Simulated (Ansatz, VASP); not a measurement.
**Two plane-wave programs on Pb**

```
Pb
1.0
     0.00000    2.47502    2.47502
     2.47502    0.00000    2.47502
     2.47502    2.47502    0.00000
Pb
1
Cartesian
  0.0000 0.0000 0.0000
```

Alike in both runs: task relaxation of cell and atoms; functional RPBE; dispersion D3(BJ); k mesh 9 × 9 × 9; occupations fermi-dirac, width 0.05 eV; no spin polarisation.

```csv
,VASP,Ansatz
version,VASP 6.6.1,Ansatz 0.2.0
potentials or method,"VASP PAW PBE potentials, release 64 (Pb_d)",Ansatz PAW
plane-wave cutoff (eV),500,420
valence electrons in the cell,14,14
```

|  | VASP | Ansatz | Ansatz less VASP |
| --- | --- | --- | --- |
| gap on the k mesh at the Fermi level, each at its own relaxed structure (eV) | none | none | - |
| relaxed volume (Å³/atom) | 22.90 | 22.91 | +0.012 |
| relaxed cell length with the largest relative difference (Å) | 3.187 | 3.188 | +0.0006 |

VASP's potentials were made for PBE, not for RPBE. A gap of «none» marks a metal or a gap that the smearing closes.

Neither program's run includes spin-orbit coupling. Noted on VASP's run: the volume moved by over 15 % at a fixed basis, so the end points are rough. Noted on Ansatz's run: the volume moved by over 15 % at a fixed basis, so the end points are rough; the plane-wave basis is chosen anew once the cell has moved, so the energies of steps on either side of that aren't comparable.
